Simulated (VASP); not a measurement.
# MoS2 (C2/m) in VASP: a series of runs, part 2 of 2

VASP 6.6.1. Earlier steps stand in the parts before.

**3. Single point, PBE+D3(BJ) (the part above a cut slid along it)**

INCAR reads:

```
SYSTEM = MoS2
PREC     = Accurate       ! precision mode
ENCUT    = 520            ! plane-wave cutoff, eV
EDIFF    = 1E-6           ! SCF threshold, eV
ISMEAR   = 0              ! smearing method
SIGMA    = 0.15           ! smearing width, eV
LREAL    = .False.        ! projectors in reciprocal space
LASPH    = .True.         ! aspherical terms in the spheres
NELM     = 80             ! most SCF steps
ALGO     = Fast           ! electronic algorithm
ISIF     = 2              ! what is computed and relaxed
LWAVE    = .False.        ! write WAVECAR
LCHARG   = .False.        ! write CHGCAR
GGA      = PE             ! functional
IVDW     = 12             ! dispersion correction
NBANDS   = 49             ! bands
```

KPOINTS reads:

```
regular mesh
0
Gamma
  14 14 3
  0 0 0
```

POSCAR reads:

```
MoS2
1.0
   -1.5671157456     -2.7143240927      0.0000000000
    1.5671157456     -2.7143240927      0.0000000000
    0.0000000000     -4.5238734879     18.5649660373
Mo S
3 6
Direct
    0.3317265157      0.3317265157      0.8019281811
    0.1996679443      0.1996679443      0.1603984668
    0.2656972300      0.2656972300      0.4811633240
    0.5270960119      0.5270960119      0.5674847857
   -0.4068747024     -0.4068747024      0.8882496429
    0.4610667262      0.4610667262      0.2467199285
    0.9382691624      0.9382691624      0.0740770051
    0.0042984481      0.0042984481      0.3948418623
    0.0703277338      0.0703277338      0.7156067194
```

Potentials or basis: VASP PAW PBE potentials, release 64 (Mo_sv, S).

Command:

```bash
> cat potpaw_PBE.64/Mo_sv/POTCAR potpaw_PBE.64/S/POTCAR > POTCAR
> mpirun -np 1 vasp_std > vasp.out
```

Wall time 51 min (1 thread of Oxide Virtual Turin-like, shared host); peak memory 0.9 GiB.

Results (log left out):

```yaml
Free_energy: -66.8217 eV
Pressure: -0.2 GPa
Largest_force: 0.108 eV/Å
Band_gap_on_the_k_mesh: zero (bands 39 and 40 overlap by 0.46 eV)
Dispersion_energy_per_atom: -0.434 eV
```

Forces in eV/Å, atoms in the order of the input:
```
Mo   0.000  0.006  0.042
Mo   0.000 -0.006 -0.042
Mo   0.000  0.000  0.000
S    0.000  0.000 -0.005
S    0.000  0.002  0.108
S    0.000  0.001  0.015
S    0.000 -0.002 -0.108
S    0.000  0.000  0.005
S    0.000 -0.001 -0.015
```

Stress tensor (GPa, compression positive):
```
-0.03  0.00  0.00
 0.00 -0.07 -0.04
 0.00 -0.04 -0.56
```

Levels at points of the mesh, in eV from the Fermi level:
| k point | band 35 | band 36 | band 37 | band 38 | band 39 | band 40 | band 41 | band 42 | band 43 | band 44 |
| --- | --- | --- | --- | --- | --- | --- | --- | --- | --- | --- |
| (0.00, 0.00, 0.00) | -0.82 | -0.78 | -0.78 | -0.51 | -0.26 | -0.12 | -0.10 | -0.06 | -0.04 | 0.03 |
| (0.50, 0.00, 0.00) | -2.25 | -2.04 | -1.63 | -1.48 | -1.33 | 1.34 | 1.34 | 1.38 | 1.86 | 1.95 |
| (0.50, 0.50, 0.00) | -2.24 | -2.03 | -1.64 | -1.46 | -1.34 | 1.34 | 1.34 | 1.38 | 1.80 | 2.01 |

Caveat: the cell differs from its parent crystal (the part above a cut slid along it).

**4. Single point, PBE+D3(BJ) (the part above a cut slid along it)**

INCAR reads:

```
PREC = Accurate
ENCUT = 520
EDIFF = 1E-6
ISMEAR = 0
SIGMA = 0.15
LREAL = F
LASPH = T
NELM = 80
ALGO = Fast
ISIF = 2
LWAVE = F
LCHARG = F
GGA = PE
IVDW = 12
NBANDS = 49
```

KPOINTS reads:

```
Automatic mesh
0
Gamma
  14 14 3
```

POSCAR reads:

```
MoS2
1.0
   -1.5671157456     -2.7143240927      0.0000000000
    1.5671157456     -2.7143240927      0.0000000000
    0.0000000000     -4.9762608366     19.8649660373
Mo S
3 6
Direct
    0.3130055210      0.3130055210      0.7494485226
    0.1959234458      0.1959234458      0.1499016954
    0.2544644834      0.2544644834      0.4496751090
    0.5138480928      0.5138480928      0.5303475351
   -0.4276108696     -0.4276108696      0.8301209487
    0.4553070552      0.4553070552      0.2305741216
    0.9365398365      0.9365398365      0.0692292693
   -0.0049191260     -0.0049191260      0.3690026829
    0.0536219116      0.0536219116      0.6687760964
```

Command:

```bash
> cat potpaw_PBE.64/Mo_sv/POTCAR potpaw_PBE.64/S/POTCAR > POTCAR
> mpirun -np 1 vasp_std > vasp.out
```

Run time: 41 min. Hardware: 1 thread of Oxide Virtual Turin-like, shared host; peak memory 0.96 GiB.

It converged, with:

```yaml
Free_energy: -66.6802 eV
Pressure: -0.1 GPa
Largest_force: 0.098 eV/Å
Band_gap_on_the_k_mesh: zero (bands 39 and 40 overlap by 0.48 eV)
Dispersion_energy_per_atom: -0.417 eV
```

Forces on the atoms (eV/Å):
```
Mo   0.000  0.000 -0.004
Mo   0.000  0.000  0.004
Mo   0.000  0.000  0.000
S    0.000  0.000 -0.004
S    0.000  0.000  0.098
S    0.000  0.000  0.021
S    0.000  0.000 -0.098
S    0.000  0.000  0.004
S    0.000  0.000 -0.021
```

Stress tensor (GPa, compression positive):
```
 0.00  0.00  0.00
 0.00  0.00  0.00
 0.00  0.00 -0.24
```

Levels at points of the mesh, in eV from the Fermi level:
| k point | band 35 | band 36 | band 37 | band 38 | band 39 | band 40 | band 41 | band 42 | band 43 | band 44 |
| --- | --- | --- | --- | --- | --- | --- | --- | --- | --- | --- |
| (0.00, 0.00, 0.00) | -0.82 | -0.78 | -0.78 | -0.62 | -0.25 | -0.11 | -0.11 | -0.04 | -0.04 | 0.04 |
| (0.50, 0.00, 0.00) | -2.20 | -2.05 | -1.62 | -1.48 | -1.33 | 1.33 | 1.33 | 1.38 | 1.85 | 1.95 |
| (0.50, 0.50, 0.00) | -2.20 | -2.05 | -1.62 | -1.48 | -1.33 | 1.33 | 1.33 | 1.38 | 1.84 | 1.97 |

Caveat: the cell differs from its parent crystal (the part above a cut slid along it).

**5. Single point, PBE+D3(BJ) (the part above a cut slid along it)**

INCAR reads:

```
SYSTEM = MoS2
  PREC = Accurate
  ENCUT = 520
  EDIFF = 1E-7
  ISMEAR = 0
  SIGMA = 0.15
  LREAL = .False.
  LASPH = .True.
  NELM = 80
  ALGO = Fast
  ISIF = 2
  LWAVE = .False.
  LCHARG = .False.
  GGA = PE
  IVDW = 12
  NBANDS = 49
```

KPOINTS reads:

```
regular mesh
0
Gamma
  14 14 3
  0 0 0
```

POSCAR reads:

```
MoS2
1.0
   -1.5671157456     -2.7143240927      0.0000000000
    1.5671157456     -2.7143240927      0.0000000000
    0.0000000000     -0.9047746976     18.1649660373
Mo S
3 6
Direct
    0.8634021719      0.8634021719      0.8195869685
    0.3060115822      0.3060115822      0.1639305068
    0.5847068771      0.5847068771      0.4917587377
    0.9033364944      0.9033364944      0.5799810334
    0.1820317893      0.1820317893      0.9078092642
    0.6246411996      0.6246411996      0.2521528025
    0.9873819648      0.9873819648      0.0757082111
    0.2660772597      0.2660772597      0.4035364420
    0.5447725545      0.5447725545      0.7313646728
```

Command:

```bash
> cat potpaw_PBE.64/Mo_sv/POTCAR potpaw_PBE.64/S/POTCAR > POTCAR
> mpirun -np 1 vasp_std > vasp.out
```

Wall time 31 min (1 thread of Oxide Virtual Turin-like, shared host); peak memory 0.88 GiB.

It converged, with:

* Free energy: -66.8283 eV
* Pressure: 0.0 GPa
* Largest force: 0.110 eV/Å
* Band gap on the k mesh: zero (bands 39 and 40 overlap by 0.51 eV)
* Dispersion energy per atom: -0.442 eV

Forces in eV/Å, atoms in the order of the input:
```
Mo   0.000 -0.063  0.058
Mo   0.000  0.063 -0.058
Mo   0.000  0.000  0.000
S    0.000 -0.001 -0.011
S    0.000 -0.064 -0.089
S    0.000 -0.007  0.011
S    0.000  0.064  0.089
S    0.000  0.001  0.011
S    0.000  0.007 -0.011
```

Stress tensor (GPa, compression positive):
```
 0.08  0.00  0.00
 0.00 -0.05  0.54
 0.00  0.54 -0.03
```

Levels at points of the mesh, in eV from the Fermi level:
| k point | band 37 | band 38 | band 39 | band 40 | band 41 | band 42 |
| --- | --- | --- | --- | --- | --- | --- |
| (0.00, 0.00, 0.00) | -0.78 | -0.38 | -0.26 | -0.13 | -0.11 | -0.06 |
| (0.50, 0.00, 0.00) | -1.63 | -1.49 | -1.34 | 1.35 | 1.35 | 1.38 |
| (0.50, 0.50, 0.00) | -1.66 | -1.44 | -1.36 | 1.35 | 1.35 | 1.38 |

Caveat: the cell differs from its parent crystal (the part above a cut slid along it).

**6. Single point, PBE+D3(BJ)**

This run uses another cell than the first one, of 16.89 Å³/atom.

INCAR reads:

```
SYSTEM = MoS2
ALGO     = Fast           ! electronic algorithm
EDIFF    = 1E-6           ! SCF threshold, eV
ENCUT    = 520            ! plane-wave cutoff, eV
GGA      = PE             ! functional
ISIF     = 2              ! what is computed and relaxed
ISMEAR   = 0              ! smearing method
IVDW     = 12             ! dispersion correction
LASPH    = .TRUE.         ! aspherical terms in the spheres
LCHARG   = .FALSE.        ! write CHGCAR
LREAL    = .FALSE.        ! projectors in reciprocal space
LWAVE    = .FALSE.        ! write WAVECAR
NBANDS   = 49             ! bands
NELM     = 80             ! most SCF steps
PREC     = Accurate       ! precision mode
SIGMA    = 0.15           ! smearing width, eV
```

KPOINTS reads:

```
k-points
0
G
  14 14 3
  0 0 0
```

POSCAR reads:

```
MoS2
1.0
   -1.5671157456     -2.7143240927      0.0000000000
    1.5671157456     -2.7143240927      0.0000000000
    0.0000000000     -4.0714861391     17.8649660373
Mo S
3 6
Direct
    0.3749875000      0.3749875000      0.8333500000
    0.2083208333      0.2083208333      0.1666833333
    0.2916541667      0.2916541667      0.5000166667
    0.5577096641      0.5577096641      0.5897204479
   -0.3589570026     -0.3589570026      0.9230537812
    0.4743763307      0.4743763307      0.2563871146
    0.9422653359      0.9422653359      0.0769795521
    0.0255986693      0.0255986693      0.4103128854
    0.1089320026      0.1089320026      0.7436462188
```

Potentials or basis: VASP PAW PBE potentials, release 64 (Mo_sv, S).

Command:

```bash
> cat potpaw_PBE.64/Mo_sv/POTCAR potpaw_PBE.64/S/POTCAR > POTCAR
> mpirun -np 1 vasp_std > vasp.out
```

Wall time 41 min (1 thread of Oxide Virtual Turin-like, shared host); peak memory 0.87 GiB.

Results (log left out):

```
Free energy                : -66.8694 eV
Pressure                   : 0.1 GPa
Largest force              : 0.167 eV/Å
Band gap on the k mesh     : zero (bands 39 and 40 overlap by 0.58 eV)
Dispersion energy per atom : -0.450 eV
```

Forces in eV/Å, atoms in the order of the input:
```
Mo   0.000 -0.001  0.116
Mo   0.000  0.001 -0.116
Mo   0.000  0.000  0.000
S    0.000  0.000 -0.016
S    0.000 -0.029 -0.164
S    0.000  0.000  0.002
S    0.000  0.029  0.164
S    0.000  0.000  0.016
S    0.000  0.000 -0.002
```

Stress tensor (GPa, compression positive):
```
 0.47  0.00  0.00
 0.00  0.17  0.09
 0.00  0.09 -0.26
```

Levels at points of the mesh, in eV from the Fermi level:
| k point | band 36 | band 37 | band 38 | band 39 | band 40 | band 41 | band 42 | band 43 |
| --- | --- | --- | --- | --- | --- | --- | --- | --- |
| (0.00, 0.00, 0.00) | -0.79 | -0.78 | -0.26 | -0.25 | -0.16 | -0.13 | -0.09 | -0.06 |
| (0.50, 0.00, 0.00) | -1.97 | -1.68 | -1.43 | -1.38 | 1.35 | 1.35 | 1.37 | 1.85 |
| (0.50, 0.50, 0.00) | -1.84 | -1.71 | -1.41 | -1.39 | 1.35 | 1.35 | 1.37 | 1.75 |

**7. Overview**

```tsv
cell	gap on the mesh (eV)	pressure (GPa)	largest force (eV/Å)
a = 3.134, b = 3.134, c = 17.848 Å, angles 81.2, 81.2, 60.0°, 9 atoms	none	0.7	0.55
a = 3.134, b = 3.134, c = 19.108 Å, angles 78.2, 78.2, 60.0°, 9 atoms	none	-0.2	0.11
a = 3.134, b = 3.134, c = 20.479 Å, angles 77.9, 77.9, 60.0°, 9 atoms	none	-0.1	0.10
a = 3.134, b = 3.134, c = 18.187 Å, angles 87.5, 87.5, 60.0°, 9 atoms	none	0.0	0.11
a = 3.134, b = 3.134, c = 18.323 Å, angles 78.9, 78.9, 60.0°, 9 atoms	none	0.1	0.17
```

Alike in all rows: task single point; level PBE+D3(BJ); potentials or basis VASP PAW PBE potentials, release 64 (Mo_sv, S); no spin polarisation; k mesh 14 × 14 × 3; cutoff (eV) 520; smearing gaussian 0.15 eV.

Total energies depend on the potentials used, so only differences within one code and one set of settings carry meaning.
